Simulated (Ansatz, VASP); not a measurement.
**One calculation of PtSe2, two programs**

```
Pt Se
1.0
     3.72400    0.00000    0.00000
    -1.86200    3.22508    0.00000
     0.00000    0.00000    5.06200
Pt Se
1 2
Direct
  0.00000 0.00000 0.00000
  0.66667 0.33333 0.75000
  0.33333 0.66667 0.25000
```

Alike in both runs: task relaxation of cell and atoms; functional PBEsol; dispersion D4; k mesh 8 × 8 × 5; occupations fermi-dirac, width 0.05 eV; no spin polarisation.

|  | VASP | Ansatz |
| --- | --- | --- |
| version | VASP 6.6.1 | Ansatz 0.2.0 |
| potentials or method | VASP PAW PBE potentials, release 64 (Pt, Se) | Ansatz PAW |
| plane-wave cutoff (eV) | 600 | 420 |
| valence electrons in the cell | 22 | 50 |

```csv
,VASP,Ansatz,Ansatz less VASP
"gap on the k mesh at the Fermi level, each at its own relaxed structure (eV)",none,none,-
relaxed volume (Å³/atom),19.08,19.06,-0.018
relaxed cell length with the largest relative difference (Å),3.747,3.745,-0.0018
```

VASP's potentials were made for PBE, not for PBEsol. A gap of «none» marks a metal or a gap that the smearing closes. VASP's potentials hold 22 valence electrons a cell and Ansatz's 50, so a difference there can come from the potentials and not from the codes.

Spin-orbit coupling is off throughout. Noted on Ansatz's run: the plane-wave basis is chosen anew once the cell has moved, so the energies of steps on either side of that aren't comparable.
